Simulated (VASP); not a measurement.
# TiZn3 (R-3m) in VASP: notebook, part 2 of 2

VASP 6.6.1. Earlier steps stand in the parts before.

**5. Single point, LDA (equal xy, yz and zx shear strains of +2 %)**

INCAR

```
ALGO = Normal ; EDIFF = 1E-7
ENCUT = 520 ; GGA = CA
ISIF = 2 ; ISMEAR = -1
LASPH = True ; LCHARG = False
LREAL = False ; LWAVE = False
NBANDS = 32 ; NELM = 60
PREC = Accurate ; SIGMA = 0.05
```

KPOINTS

```
k-points
0
Gamma
  9 9 9
```

POSCAR

```
TiZn3
1.0
    3.9322000000      0.0393220000      0.0393220000
    0.0393220000      3.9322000000      0.0393220000
    0.0393220000      0.0393220000      3.9322000000
Ti Zn
1 3
Direct
    0.0000000000      0.0000000000      0.0000000000
    0.0000000000      0.5000000000      0.5000000000
    0.5000000000      0.0000000000      0.5000000000
    0.5000000000      0.5000000000      0.0000000000
```

Potentials or basis: VASP PAW LDA potentials, release 64 (Ti_sv, Zn).

The run is started by

```console
$ cat potpaw_LDA.64/Ti_sv/POTCAR potpaw_LDA.64/Zn/POTCAR > POTCAR
$ mpirun -np 1 vasp_std > vasp.out
```

OUTCAR:

```text
EDIFF = 1E-7
   ENCUT = 520
   GGA = CA
   ISIF = 2
   ISMEAR = -1
   LASPH = True
   LREAL = False
   NELM = 60
   PREC = Accurate

 ion  position               nearest neighbor table
   1  0.000  0.000  0.000-   2 2.75   3 2.75   2 2.75   4 2.75   3 2.75   4 2.75   2 2.81   2 2.81
                             3 2.81   4 2.81   3 2.81   4 2.81
   2  0.000  0.500  0.500-   1 2.75   4 2.75   1 2.75   3 2.75   3 2.75   4 2.75   1 2.81   1 2.81
                             3 2.81   4 2.81   4 2.81   3 2.81
   3  0.500  0.000  0.500-   1 2.75   4 2.75   2 2.75   4 2.75   1 2.75   2 2.75   1 2.81   4 2.81
                             2 2.81   4 2.81   1 2.81   2 2.81
   4  0.500  0.500  0.000-   2 2.75   3 2.75   1 2.75   3 2.75   1 2.75   2 2.75   1 2.81   3 2.81
                             2 2.81   3 2.81   2 2.81   1 2.81

  LATTYP: Found a trigonal (rhomboedric) cell.
 ALAT       =     3.9325932003
 COS(alpha) =     0.0200959808

  Lattice vectors:

 A1 = (   3.9322000000,   0.0393220000,   0.0393220000)
 A2 = (   0.0393220000,   3.9322000000,   0.0393220000)
 A3 = (   0.0393220000,   0.0393220000,   3.9322000000)

Analysis of symmetry for initial positions (statically):
=====================================================================
 Subroutine PRICEL returns:
 Original cell was already a primitive cell.

 Routine SETGRP: Setting up the symmetry group for a
 trigonal (rhombohedral) supercell.

 Subroutine GETGRP returns: Found 12 space group operations
 (whereof 12 operations were pure point group operations)
 out of a pool of 12 trial point group operations.

The static configuration has the point symmetry D_3d.

Analysis of symmetry for dynamics (positions and initial velocities):
=====================================================================
 Subroutine PRICEL returns:
 Original cell was already a primitive cell.

 Routine SETGRP: Setting up the symmetry group for a
 trigonal (rhombohedral) supercell.

 Subroutine GETGRP returns: Found 12 space group operations
 (whereof 12 operations were pure point group operations)
 out of a pool of 12 trial point group operations.

The dynamic configuration has the point symmetry D_3d.

 Subroutine INISYM returns: Found 12 space group operations
 (whereof 12 operations are pure point group operations),
 and found     1 'primitive' translations

----------------------------------------------------------------------------------------

                                     Primitive cell

  volume of cell :      60.7823

  direct lattice vectors                    reciprocal lattice vectors
     3.932200000  0.039322000  0.039322000     0.254360933 -0.002518425 -0.002518425
     0.039322000  3.932200000  0.039322000    -0.002518425  0.254360933 -0.002518425
     0.039322000  0.039322000  3.932200000    -0.002518425 -0.002518425  0.254360933

  length of vectors
     3.932593200  3.932593200  3.932593200     0.254385866  0.254385866  0.254385866

  position of ions in fractional coordinates (direct lattice)
     0.000000000  0.000000000  0.000000000
     1.000000000  0.500000000  0.500000000
     0.500000000  1.000000000  0.500000000
     0.500000000  0.500000000  0.000000000

  ion indices of the primitive-cell ions
   primitive index   ion index
                 1           1
                 2           2
                 3           3
[... 29 lines left out ...]
            Coordinates               Weight
  0.000000  0.000000  0.000000      1.000000
  0.111111 -0.000000 -0.000000      6.000000
  0.222222 -0.000000 -0.000000      6.000000
  0.333333 -0.000000 -0.000000      6.000000
  0.444444 -0.000000 -0.000000      6.000000
  0.111111  0.111111 -0.000000      6.000000
[... 16 lines left out ...]
 -0.333333  0.333333  0.000000      6.000000
  0.444444  0.444444 -0.000000      6.000000
 [... further k-points ...]
   k-points           NKPTS =     85   k-points in BZ     NKDIM =     85   number of bands    NBANDS=     32
   number of dos      NEDOS =    301   number of ions     NIONS =      4
   total plane-waves  NPLWV =  27000
   dimension x,y,z NGX =    30 NGY =   30 NGZ =   30
   dimension x,y,z NGXF=    60 NGYF=   60 NGZF=   60
   ions per type =               1   3
   NGX,Y,Z   is equivalent  to a cutoff of  12.68, 12.68, 12.68 a.u.
   NGXF,Y,Z  is equivalent  to a cutoff of  25.36, 25.36, 25.36 a.u.
 SYSTEM =  unknown system
   PREC   = accura    normal or accurate (medium, high low for compatibility)
   ISTART =      0    job   : 0-new  1-cont  2-samecut
   ICHARG =      2    charge: 1-file 2-atom 10-const
   ISPIN  =      1    spin polarized calculation?
   LNONCOLLINEAR =      F non collinear calculations
   LSORBIT =      F    spin-orbit coupling
   LASPH  =      T    aspherical Exc in radial PAW
   ENCUT  =  520.0 eV  38.22 Ry    6.18 a.u.   7.31  7.31  7.31*2*pi/ulx,y,z
   NELM   =     60;   NELMIN=  2; NELMDL= -5     # of ELM steps
   EDIFF  = 0.1E-06   stopping-criterion for ELM
   LREAL  =      F    real-space projection
   EDIFFG = 0.1E-05   stopping-criterion for IOM
   NSW    =      0    number of steps for IOM
   IBRION =     -1    ionic relax: 0-MD 1-quasi-New 2-CG
   NFREE  =      0    steps in history (QN), initial steepest desc. (CG)
   ISIF   =      2    stress and relaxation
   ISYM   =      2    0-nonsym 1-usesym 2-fastsym
   POTIM  = 0.5000    time-step for ionic-motion
   TEBEG  =    0.0;   TEEND  =   0.0 temperature during run
   PSTRESS=    0.0 pullay stress
   NELECT =      48.0000    total number of electrons
   NUPDOWN=      -1.0000    fix difference up-down
   EMIN   =  10.00;   EMAX   =-10.00  energy-range for DOS
   EFERMI =   0.00;   METHOD = LEGACY
   ISMEAR =    -1;   SIGMA  =   0.05  broadening in eV -4-tet -1-fermi 0-gaus
   EFERMI_NEDOS =   21; number of points for ismear=-14 and -15
   IALGO  =     38    algorithm
   IMIX   =      4    mixing-type and parameters
     AMIX     =   0.40;   BMIX     =  1.00
     AMIX_MAG =   1.60;   BMIX_MAG =  1.00
  volume/ion in A,a.u.               =      15.20       102.54
  Fermi-wavevector in a.u.,A,eV,Ry     =   1.513199  2.859532 31.154240  2.289772
  Thomas-Fermi vector in A             =   2.623022
   LORBIT       =      0    0 simple, 1 ext, 2 COOP (PROOUT), +10 PAW based schemes
   GGA     = CA    functional components
   LHFCALC =     F    Hartree Fock is set to
   AEXX    =    0.0000 exact exchange contribution
   IVDW    =     0    specifies the selected vdW correction
   LEPSILON=     F    determine dielectric tensor
   LRPA    =     F    only Hartree local field effects (RPA)
 non-spin polarized calculation
  energy-cutoff  :      520.00
  volume of cell :       60.78
 maximum number of plane-waves:      1659
 NGX is ok and might be reduce to    30
   NGX = 15   NGY = 15   NGZ = 15

 number of electron      47.9999976 magnetization

 Free energy of the ion-electron system (eV)
  ---------------------------------------------------
  ext. energy  EPLUGINS =         0.00000000
  ---------------------------------------------------
  free energy    TOTEN  =       -14.91058071 eV

  energy without entropy =      -14.88194174  energy(sigma->0) =      -14.89626123

 E-fermi :   4.0774     XC(G=0): -12.0516

 val. band max:        4.0771604264   @ k =  -0.4444  -0.4444   0.3333
 cond. band min:       4.0778147250   @ k =   0.3333   0.3333   0.2222
 fundamental gap:      0.0006542986
 Fermi energy:         4.0774237991

 k-point     1 :       0.0000    0.0000    0.0000
  band No.  band energies     occupation
      1     -52.0078      2.00000
      2     -28.6607      2.00000
      3     -28.6499      2.00000
      4     -28.6499      2.00000
      5      -5.0825      2.00000
      6      -3.5994      2.00000
[... 829 lines left out ...]
     31      11.0461      0.00000
     32      11.6302      0.00000

 [... further k-points ...]

------------------------ aborting loop because EDIFF is reached ----------------------------------------

  FORCE on cell =-STRESS in cart. coord.  units (eV):
  Direction    XX          YY          ZZ          XY          YZ          ZX
  --------------------------------------------------------------------------------------
  -------------------------------------------------------------------------------------
  Total       -3.5150092     -3.5150092     -3.5150092     -0.5010395     -0.5010395     -0.5010395
  in kB      -92.6530448    -92.6530448    -92.6530448    -13.2070306    -13.2070306    -13.2070306
  external PRESSURE =     -92.6530448 kB  Pullay stress =       0.0000000 kB

 VOLUME and BASIS-vectors are now :
 -----------------------------------------------------------------------------
  energy-cutoff  :      520.00
  volume of cell :       60.78
      direct lattice vectors                 reciprocal lattice vectors
     3.932200000  0.039322000  0.039322000     0.254360933 -0.002518425 -0.002518425
     0.039322000  3.932200000  0.039322000    -0.002518425  0.254360933 -0.002518425
     0.039322000  0.039322000  3.932200000    -0.002518425 -0.002518425  0.254360933

 POSITION                                       TOTAL-FORCE (eV/Angst)
 -----------------------------------------------------------------------------------
      0.00000      0.00000      0.00000         0.000000      0.000000      0.000000
      0.03932      1.98576      1.98576        -0.000000      0.000000     -0.000000
      1.98576      0.03932      1.98576         0.000000     -0.000000      0.000000
      1.98576      1.98576      0.03932         0.000000      0.000000      0.000000
 -----------------------------------------------------------------------------------
    total drift:                                0.000000      0.000000     -0.000000

  FREE ENERGIE OF THE ION-ELECTRON SYSTEM (eV)
  ---------------------------------------------------
  free  energy   TOTEN  =       -14.9105807084 eV

  energy  without entropy=      -14.8819417439  energy(sigma->0) =      -14.89626123
```

OSZICAR:

```text
N       E                     dE             d eps       ncg     rms          rms(c)
DAV:   1     0.356418917687E+03    0.35642E+03   -0.23169E+04  5488   0.225E+03
DAV:   2     0.121094016341E+02   -0.34431E+03   -0.33318E+03  5544   0.455E+02
DAV:   3    -0.159144803946E+02   -0.28024E+02   -0.27565E+02  6784   0.136E+02
DAV:   4    -0.167968828163E+02   -0.88240E+00   -0.87927E+00  6752   0.210E+01
DAV:   5    -0.168099717534E+02   -0.13089E-01   -0.13088E-01  6376   0.233E+00    0.104E+01
DAV:   6    -0.154175772475E+02    0.13924E+01   -0.81888E+00  5856   0.290E+01    0.544E+00
DAV:   7    -0.150188583344E+02    0.39872E+00   -0.20729E+00  6272   0.134E+01    0.383E+00
DAV:   8    -0.149250450729E+02    0.93813E-01   -0.25610E-01  6312   0.582E+00    0.128E+00
DAV:   9    -0.149121841716E+02    0.12861E-01   -0.45627E-02  6600   0.145E+00    0.395E-01
DAV:  10    -0.149106313581E+02    0.15528E-02   -0.62561E-03  6104   0.730E-01    0.160E-01
DAV:  11    -0.149106909906E+02   -0.59633E-04   -0.22129E-03  5888   0.382E-01    0.100E-01
DAV:  12    -0.149105816602E+02    0.10933E-03   -0.47251E-04  5784   0.241E-01    0.213E-02
DAV:  13    -0.149105828067E+02   -0.11465E-05   -0.10480E-05  6592   0.262E-02    0.143E-02
DAV:  14    -0.149105808673E+02    0.19394E-05   -0.52110E-06  6648   0.178E-02    0.292E-03
DAV:  15    -0.149105807107E+02    0.15655E-06   -0.10661E-06  6432   0.777E-03    0.940E-04
DAV:  16    -0.149105807084E+02    0.23119E-08   -0.53109E-08  3088   0.226E-03
   1 F= -.14910581E+02 E0= -.14896261E+02  d E =-.286390E-01
```

Wall time 4.3 min (1 thread of Oxide Virtual Turin-like, shared host); peak memory 0.22 GiB.

What came out:

```
Free energy            : -14.9106 eV
Pressure               : -9.3 GPa
Band gap on the k mesh : zero (bands 24 and 25 overlap by 1.79 eV)
```

Levels at points of the mesh, in eV from the Fermi level:
```csv
k point,band 21,band 22,band 23,band 24,band 25,band 26,band 27,band 28
"(0.00, 0.00, 0.00)",-0.75,-0.75,0.21,0.32,0.32,1.47,1.47,1.48
```

Caveat: the cell differs from its parent crystal (equal xy, yz and zx shear strains of +2 %); the cell stands under tension.

**6. Overview**

| cell | gap on the mesh (eV) | pressure (GPa) |
| --- | --- | --- |
| a = 3.933 Å, angles 91.1°, 4 atoms | none | -9.3 |
| a = 3.932 Å, angles 90.6°, 4 atoms | none | -9.4 |
| a = 3.932 Å, angles 89.4°, 4 atoms | none | -9.4 |
| a = 3.933 Å, angles 88.8°, 4 atoms | none | -9.3 |

Alike in all rows: task single point; level LDA; potentials or basis VASP PAW LDA potentials, release 64 (Ti_sv, Zn); no spin polarisation; k mesh 9 × 9 × 9; cutoff (eV) 520; smearing fermi-dirac 0.05 eV.

Caveats: the cell stands under tension.

Total energies depend on the potentials used, so only differences within one code and one set of settings carry meaning.
